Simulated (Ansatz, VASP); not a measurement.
One calculation of Cs, two programs

```
Cs
1.0
     2.01332    3.48717    0.00000
    -2.01332    3.48717    0.00000
     0.00000    0.00000   13.03962
Cs
4
Direct
  0.00000 0.00000 0.00000
  0.00000 0.00000 0.50000
  0.33333 0.33334 0.75000
  0.66666 0.66667 0.25000
```

Alike in both runs: task single point; functional PBE; k mesh 5 × 5 × 2; no spin polarisation.

```csv
,VASP,Ansatz
version,VASP 6.6.1,Ansatz 0.2.0
potentials or method,"VASP PAW PBE potentials, release 64 (Cs_sv), cutoff 520 eV",PAW plane waves
occupations,"fermi-dirac, width 0.1 eV",fermi-dirac
valence electrons in the cell,36,36
```

Ansatz gave:

| Property | Result |
| --- | --- |
| gap on the k mesh at the Fermi level (eV) | none |
| pressure (GPa) | 5.4 |
| traceless stress, the component that is largest in VASP (GPa) | 0.37 |

Task: Which values does VASP return?

Result: gap on the k mesh at the Fermi level (eV): none; pressure (GPa): 5.4; traceless stress, the component that is largest in VASP (GPa): 0.38.

A gap of «none» marks a metal or a gap that the smearing closes. Ansatz's warnings: structure snapped to symmetry.

The k mesh is coarse, so the values compare programs but aren't converged. Spin-orbit coupling is off throughout.
